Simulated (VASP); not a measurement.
# Tc (P6_3/mmc) in VASP: further runs

Tc is run at these levels: PBE; tasks: single point.

All numbers are computed with VASP 6.6.1; they aren't measurements. Logs are shortened: lines on timing, memory, paths and dates and some standing lists are left out, and cuts for length are marked.

### Step 1. The cell of the first run

The structure is hexagonal, space group P6_3/mmc (No. 194). The conventional cell has a = 2.740 Å, b = 2.740 Å, c = 4.398 Å, α = 90.00°, β = 90.00°, γ = 120.00°. Within 3.6 Å of Tc (site symmetry -6m2) lie 12 Tc at 2.71 to 2.74 Å.

### Step 2. Single point, PBE

The input, INCAR:

```
SYSTEM = Tc
ALGO = Normal
EDIFF = 1E-6
ENCUT = 500
GGA = PE
GGA_COMPAT = .FALSE.
ISIF = 2
ISMEAR = -1
LASPH = .TRUE.
LCHARG = .TRUE.
LELF = .TRUE.
LREAL = .FALSE.
LVHAR = .TRUE.
LWAVE = .FALSE.
NBANDS = 20
NELM = 120
PREC = Accurate
SIGMA = 0.05
```

The input, KPOINTS:

```
k-points
0
G
  9 9 5
  0 0 0
```

The input, POSCAR:

```
Tc
1.0
    2.7400000000      0.0000000000      0.0000000000
   -1.3700000000      2.3729096064      0.0000000000
    0.0000000000      0.0000000000      4.3980000000
Tc
2
Direct
    0.3333333333      0.6666666667      0.2500000000
    0.6666666667      0.3333333333      0.7500000000
```

Potentials or basis: VASP PAW PBE potentials, release 64 (Tc_pv).

Launch:

```console
> cat potpaw_PBE.64/Tc_pv/POTCAR > POTCAR
> mpirun -np 1 vasp_std > vasp.out
```

OUTCAR:

```text
SYSTEM = Tc
   EDIFF = 1E-6
   ENCUT = 500
   GGA = PE
   ISIF = 2
   ISMEAR = -1
   LASPH = .TRUE.
   LREAL = .FALSE.
   NELM = 120
   PREC = Accurate

 ion  position               nearest neighbor table
   1  0.333  0.667  0.250-   2 2.71   2 2.71   2 2.71   2 2.71   2 2.71   2 2.71
   2  0.667  0.333  0.750-   1 2.71   1 2.71   1 2.71   1 2.71   1 2.71   1 2.71

  LATTYP: Found a hexagonal cell.
 ALAT       =     2.7400000000
 C/A-ratio  =     1.6051094891

  Lattice vectors:

 A1 = (   2.7400000000,   0.0000000000,   0.0000000000)
 A2 = (  -1.3700000000,   2.3729096064,   0.0000000000)
 A3 = (   0.0000000000,   0.0000000000,   4.3980000000)

Analysis of symmetry for initial positions (statically):
=====================================================================
 Subroutine PRICEL returns:
 Original cell was already a primitive cell.

 Routine SETGRP: Setting up the symmetry group for a
 hexagonal supercell.

 Subroutine GETGRP returns: Found 24 space group operations
 (whereof 12 operations were pure point group operations)
 out of a pool of 24 trial point group operations.

The static configuration has the point symmetry D_3d.
 The point group associated with its full space group is D_6h.

Analysis of symmetry for dynamics (positions and initial velocities):
=====================================================================
 Subroutine PRICEL returns:
 Original cell was already a primitive cell.

 Routine SETGRP: Setting up the symmetry group for a
 hexagonal supercell.

 Subroutine GETGRP returns: Found 24 space group operations
 (whereof 12 operations were pure point group operations)
 out of a pool of 24 trial point group operations.

The dynamic configuration has the point symmetry D_3d.
 The point group associated with its full space group is D_6h.

 Subroutine INISYM returns: Found 24 space group operations
 (whereof 12 operations are pure point group operations),
 and found     1 'primitive' translations

----------------------------------------------------------------------------------------

                                     Primitive cell

  volume of cell :      28.5948

  direct lattice vectors                    reciprocal lattice vectors
     2.740000000  0.000000000  0.000000000     0.364963504  0.210711777  0.000000000
    -1.370000000  2.372909606  0.000000000     0.000000000  0.421423554  0.000000000
     0.000000000  0.000000000  4.398000000     0.000000000  0.000000000  0.227376080

  length of vectors
     2.740000000  2.740000000  4.398000000     0.421423554  0.421423554  0.227376080

  position of ions in fractional coordinates (direct lattice)
     0.333333333  0.666666667  0.250000000
     0.666666667  0.333333333  0.750000000

  ion indices of the primitive-cell ions
   primitive index   ion index
                 1           1
                 2           2

----------------------------------------------------------------------------------------

 KPOINTS: k-points

Automatic generation of k-mesh.
 Grid dimensions read from file:
 generate k-points for:    9    9    5

 Generating k-lattice:

  Cartesian coordinates                     Fractional coordinates (reciprocal lattice)
     0.040551500  0.023412420  0.000000000     0.111111111  0.000000000  0.000000000
     0.000000000  0.046824839  0.000000000     0.000000000  0.111111111  0.000000000
     0.000000000  0.000000000  0.045475216     0.000000000  0.000000000  0.200000000

  Length of vectors
     0.046824839  0.046824839  0.045475216

  Shift w.r.t. Gamma in fractional coordinates (k-lattice)
     0.000000000  0.000000000  0.000000000

 Subroutine IBZKPT returns following result:
 ===========================================

 Found     36 irreducible k-points:

 Following reciprocal coordinates:
            Coordinates               Weight
  0.000000  0.000000  0.000000      1.000000
  0.111111  0.000000  0.000000      6.000000
  0.222222 -0.000000  0.000000      6.000000
  0.333333 -0.000000  0.000000      6.000000
  0.444444 -0.000000  0.000000      6.000000
  0.111111  0.111111  0.000000      6.000000
[... 16 lines left out ...]
  0.333333  0.222222  0.200000     24.000000
  0.333333  0.333333  0.200000      4.000000
 [... further k-points ...]
   k-points           NKPTS =     36   k-points in BZ     NKDIM =     36   number of bands    NBANDS=     20
   number of dos      NEDOS =    301   number of ions     NIONS =      2
   total plane-waves  NPLWV =  12800
   dimension x,y,z NGX =    20 NGY =   20 NGZ =   32
   dimension x,y,z NGXF=    40 NGYF=   40 NGZF=   64
   ions per type =               2
   NGX,Y,Z   is equivalent  to a cutoff of  12.13, 12.13, 12.10 a.u.
   NGXF,Y,Z  is equivalent  to a cutoff of  24.27, 24.27, 24.19 a.u.
 SYSTEM =  Tc
   PREC   = accura    normal or accurate (medium, high low for compatibility)
   ISTART =      0    job   : 0-new  1-cont  2-samecut
   ICHARG =      2    charge: 1-file 2-atom 10-const
   ISPIN  =      1    spin polarized calculation?
   LNONCOLLINEAR =      F non collinear calculations
   LSORBIT =      F    spin-orbit coupling
   LASPH  =      T    aspherical Exc in radial PAW
   ENCUT  =  500.0 eV  36.75 Ry    6.06 a.u.   5.00  5.00  8.02*2*pi/ulx,y,z
   NELM   =    120;   NELMIN=  2; NELMDL= -5     # of ELM steps
   EDIFF  = 0.1E-05   stopping-criterion for ELM
   LREAL  =      F    real-space projection
   EDIFFG = 0.1E-04   stopping-criterion for IOM
   NSW    =      0    number of steps for IOM
   IBRION =     -1    ionic relax: 0-MD 1-quasi-New 2-CG
   NFREE  =      0    steps in history (QN), initial steepest desc. (CG)
   ISIF   =      2    stress and relaxation
   ISYM   =      2    0-nonsym 1-usesym 2-fastsym
   POTIM  = 0.5000    time-step for ionic-motion
   TEBEG  =    0.0;   TEEND  =   0.0 temperature during run
   PSTRESS=    0.0 pullay stress
   NELECT =      26.0000    total number of electrons
   NUPDOWN=      -1.0000    fix difference up-down
   EMIN   =  10.00;   EMAX   =-10.00  energy-range for DOS
   EFERMI =   0.00;   METHOD = LEGACY
   ISMEAR =    -1;   SIGMA  =   0.05  broadening in eV -4-tet -1-fermi 0-gaus
   EFERMI_NEDOS =   21; number of points for ismear=-14 and -15
   IALGO  =     38    algorithm
   IMIX   =      4    mixing-type and parameters
     AMIX     =   0.40;   BMIX     =  1.00
     AMIX_MAG =   1.60;   BMIX_MAG =  1.00
  volume/ion in A,a.u.               =      14.30        96.48
  Fermi-wavevector in a.u.,A,eV,Ry     =   1.586002  2.997108 34.224109  2.515401
  Thomas-Fermi vector in A             =   2.685380
   LORBIT       =      0    0 simple, 1 ext, 2 COOP (PROOUT), +10 PAW based schemes
   GGA     = PE    functional components
   LHFCALC =     F    Hartree Fock is set to
   AEXX    =    0.0000 exact exchange contribution
   IVDW    =     0    specifies the selected vdW correction
   LEPSILON=     F    determine dielectric tensor
   LRPA    =     F    only Hartree local field effects (RPA)
 non-spin polarized calculation
  energy-cutoff  :      500.00
  volume of cell :       28.59
 maximum number of plane-waves:       744
 NGX is ok and might be reduce to    20
   NGX =  9   NGY =  9   NGZ = 17

 number of electron      25.9999993 magnetization

 Free energy of the ion-electron system (eV)
  ---------------------------------------------------
  ext. energy  EPLUGINS =         0.00000000
  ---------------------------------------------------
  free energy    TOTEN  =       -20.69532116 eV

  energy without entropy =      -20.68154945  energy(sigma->0) =      -20.68843530

 E-fermi :  12.7426     XC(G=0): -13.8037

 val. band max:       12.6282560257   @ k =   0.1111   0.1111   0.0000
 cond. band min:      12.7493003467   @ k =   0.2222  -0.0000   0.0000
 fundamental gap:      0.1210443210
 Fermi energy:        12.7426278572

 k-point     1 :       0.0000    0.0000    0.0000
  band No.  band energies     occupation
      1     -26.8046      2.00000
      2     -25.6782      2.00000
      3     -25.6782      2.00000
      4     -25.4923      2.00000
      5     -25.4923      2.00000
      6     -25.4734      2.00000
[... 12 lines left out ...]
     19      23.7270      0.00000
     20      26.9858      0.00000

 k-point     2 :       0.1111    0.0000    0.0000
  band No.  band energies     occupation
      1     -26.7549      2.00000
      2     -25.7900      2.00000
      3     -25.7142      2.00000
      4     -25.6076      2.00000
      5     -25.5082      2.00000
      6     -25.4946      2.00000
[... 12 lines left out ...]
     19      23.6537      0.00000
     20      27.8552      0.00000

 k-point     3 :       0.2222   -0.0000    0.0000
  band No.  band energies     occupation
      1     -26.6177      2.00000
      2     -26.0719      2.00000
      3     -25.8879      2.00000
      4     -25.8010      2.00000
      5     -25.5590      2.00000
      6     -25.5518      2.00000
[... 12 lines left out ...]
     19      23.3658      0.00000
     20      28.1744      0.00000

 k-point     4 :       0.3333   -0.0000    0.0000
  band No.  band energies     occupation
      1     -26.4291      2.00000
      2     -26.3901      2.00000
      3     -26.1891      2.00000
      4     -25.8944      2.00000
      5     -25.6642      2.00000
      6     -25.6048      2.00000
[... 12 lines left out ...]
     19      22.9841      0.00000
     20      25.0153      0.00000

 k-point     5 :       0.4444   -0.0000    0.0000
  band No.  band energies     occupation
      1     -26.5955      2.00000
      2     -26.3776      2.00000
      3     -26.2606      2.00000
      4     -25.9532      2.00000
      5     -25.7780      2.00000
      6     -25.6407      2.00000
[... 12 lines left out ...]
     19      24.0099      0.00000
     20      24.7346      0.00000
[... 353 lines left out ...]
      6     -25.7133      2.00000
[... 12 lines left out ...]
     19      24.2890      0.00000
     20      24.9583      0.00000

 k-point    22 :       0.2222    0.2222    0.2000
  band No.  band energies     occupation
      1     -26.4866      2.00000
      2     -26.3921      2.00000
      3     -26.0891      2.00000
      4     -26.0211      2.00000
      5     -25.8054      2.00000
      6     -25.6826      2.00000
[... 12 lines left out ...]
     19      24.7852      0.00000
     20      25.4389      0.00000

 k-point    23 :       0.3333    0.2222    0.2000
  band No.  band energies     occupation
      1     -26.5326      2.00000
      2     -26.4166      2.00000
      3     -26.1995      2.00000
      4     -25.9956      2.00000
      5     -25.9105      2.00000
      6     -25.7599      2.00000
[... 12 lines left out ...]
     19      23.7167      0.00000
     20      24.4241      0.00000

 k-point    24 :       0.3333    0.3333    0.2000
  band No.  band energies     occupation
      1     -26.4003      2.00000
      2     -26.3781      2.00000
      3     -26.3781      2.00000
      4     -26.0648      2.00000
      5     -25.8582      2.00000
      6     -25.8582      2.00000
[... 12 lines left out ...]
     19      21.7082      0.00000
     20      26.4114      0.00000

 [... further k-points ...]

------------------------ aborting loop because EDIFF is reached ----------------------------------------

  FORCE on cell =-STRESS in cart. coord.  units (eV):
  Direction    XX          YY          ZZ          XY          YZ          ZX
  --------------------------------------------------------------------------------------
  -------------------------------------------------------------------------------------
  Total        0.4852626      0.4852626      0.3389999      0.0000000      0.0000000     -0.0000000
  in kB       27.1894515     27.1894515     18.9942929      0.0000000      0.0000000     -0.0000000
  external PRESSURE =      24.4577320 kB  Pullay stress =       0.0000000 kB

 VOLUME and BASIS-vectors are now :
 -----------------------------------------------------------------------------
  energy-cutoff  :      500.00
  volume of cell :       28.59
      direct lattice vectors                 reciprocal lattice vectors
     2.740000000  0.000000000  0.000000000     0.364963504  0.210711777  0.000000000
    -1.370000000  2.372909606  0.000000000     0.000000000  0.421423554  0.000000000
     0.000000000  0.000000000  4.398000000     0.000000000  0.000000000  0.227376080

 POSITION                                       TOTAL-FORCE (eV/Angst)
 -----------------------------------------------------------------------------------
     -0.00000      1.58194      1.09950        -0.000000     -0.000000      0.000000
      1.37000      0.79097      3.29850         0.000000      0.000000      0.000000
 -----------------------------------------------------------------------------------
    total drift:                               -0.000000      0.000000     -0.000000

  FREE ENERGIE OF THE ION-ELECTRON SYSTEM (eV)
  ---------------------------------------------------
  free  energy   TOTEN  =       -20.6953211611 eV

  energy  without entropy=      -20.6815494462  energy(sigma->0) =      -20.68843530
```

It took 24 s on 1 thread of Intel Xeon 8259CL, shared host; peak memory 0.14 GiB.

What came out:

| Item | Value |
| --- | --- |
| Free energy | -20.6953 eV |
| Pressure | 2.4 GPa |
| Band gap on the k mesh | zero (bands 13 and 14 overlap by 2.29 eV) |

Stress tensor (GPa, compression positive):
```
2.72 0.00 0.00
0.00 2.72 0.00
0.00 0.00 1.90
```

### Step 3. Single point, PBE

The input, INCAR:

```
PREC = Accurate
ENCUT = 500
EDIFF = 1E-6
ISMEAR = -1
SIGMA = 0.05
LREAL = F
LASPH = T
NELM = 120
ALGO = Normal
ISIF = 2
LWAVE = F
LCHARG = T
GGA = PE
LELF = T
LVHAR = T
NBANDS = 20
GGA_COMPAT = F
```

The input, KPOINTS:

```
Automatic mesh
0
Gamma
  9 9 5
```

POSCAR is that of step 2.

Potentials or basis: VASP PAW PBE potentials, release 64 (Tc_pv).

Launch:

```console
> cat potpaw_PBE.64/Tc_pv/POTCAR > POTCAR
> mpirun -np 1 vasp_std > vasp.out
```

OUTCAR:

```text
PREC = Accurate
   ENCUT = 500
   EDIFF = 1E-6
   ISMEAR = -1
   LREAL = F
   LASPH = T
   NELM = 120
   ISIF = 2
   GGA = PE

 ion  position               nearest neighbor table
   1  0.333  0.667  0.250-   2 2.71   2 2.71   2 2.71   2 2.71   2 2.71   2 2.71
   2  0.667  0.333  0.750-   1 2.71   1 2.71   1 2.71   1 2.71   1 2.71   1 2.71

  LATTYP: Found a hexagonal cell.
 ALAT       =     2.7400000000
 C/A-ratio  =     1.6051094891

  Lattice vectors:

 A1 = (   2.7400000000,   0.0000000000,   0.0000000000)
 A2 = (  -1.3700000000,   2.3729096064,   0.0000000000)
 A3 = (   0.0000000000,   0.0000000000,   4.3980000000)

Analysis of symmetry for initial positions (statically):
=====================================================================
 Subroutine PRICEL returns:
 Original cell was already a primitive cell.

 Routine SETGRP: Setting up the symmetry group for a
 hexagonal supercell.

 Subroutine GETGRP returns: Found 24 space group operations
 (whereof 12 operations were pure point group operations)
 out of a pool of 24 trial point group operations.

The static configuration has the point symmetry D_3d.
[... 153 lines left out ...]
 number of electron      25.9999993 magnetization

 Free energy of the ion-electron system (eV)
  ---------------------------------------------------
  ext. energy  EPLUGINS =         0.00000000
  ---------------------------------------------------
  free energy    TOTEN  =       -20.69532116 eV

  energy without entropy =      -20.68154945  energy(sigma->0) =      -20.68843530

 E-fermi :  12.7426     XC(G=0): -13.8037

 val. band max:       12.6282560257   @ k =   0.1111   0.1111   0.0000
 cond. band min:      12.7493003467   @ k =   0.2222  -0.0000   0.0000
 fundamental gap:      0.1210443210
 Fermi energy:        12.7426278572

 k-point     1 :       0.0000    0.0000    0.0000
  band No.  band energies     occupation
      1     -26.8046      2.00000
      2     -25.6782      2.00000
      3     -25.6782      2.00000
      4     -25.4923      2.00000
      5     -25.4923      2.00000
      6     -25.4734      2.00000
[... 541 lines left out ...]
     19      21.7082      0.00000
     20      26.4114      0.00000

 [... further k-points ...]
[... 5 lines left out ...]
  --------------------------------------------------------------------------------------
  -------------------------------------------------------------------------------------
  Total        0.4852626      0.4852626      0.3389999      0.0000000      0.0000000     -0.0000000
  in kB       27.1894515     27.1894515     18.9942929      0.0000000      0.0000000     -0.0000000
  external PRESSURE =      24.4577320 kB  Pullay stress =       0.0000000 kB

 VOLUME and BASIS-vectors are now :
 -----------------------------------------------------------------------------
  energy-cutoff  :      500.00
  volume of cell :       28.59
      direct lattice vectors                 reciprocal lattice vectors
     2.740000000  0.000000000  0.000000000     0.364963504  0.210711777  0.000000000
    -1.370000000  2.372909606  0.000000000     0.000000000  0.421423554  0.000000000
     0.000000000  0.000000000  4.398000000     0.000000000  0.000000000  0.227376080

 POSITION                                       TOTAL-FORCE (eV/Angst)
 -----------------------------------------------------------------------------------
     -0.00000      1.58194      1.09950        -0.000000     -0.000000      0.000000
      1.37000      0.79097      3.29850         0.000000      0.000000      0.000000
 -----------------------------------------------------------------------------------
    total drift:                               -0.000000      0.000000     -0.000000

  FREE ENERGIE OF THE ION-ELECTRON SYSTEM (eV)
  ---------------------------------------------------
  free  energy   TOTEN  =       -20.6953211611 eV

  energy  without entropy=      -20.6815494462  energy(sigma->0) =      -20.68843530
```

Wall time 23 s (1 thread of Intel Xeon 8259CL, shared host); peak memory 0.14 GiB.

Results:

| Item | Value |
| --- | --- |
| Free energy | -20.6953 eV |
| Pressure | 2.4 GPa |
| Band gap on the k mesh | zero (bands 13 and 14 overlap by 2.29 eV) |

The gap in the log of VASP goes by the Fermi energy; the results here count the filled bands.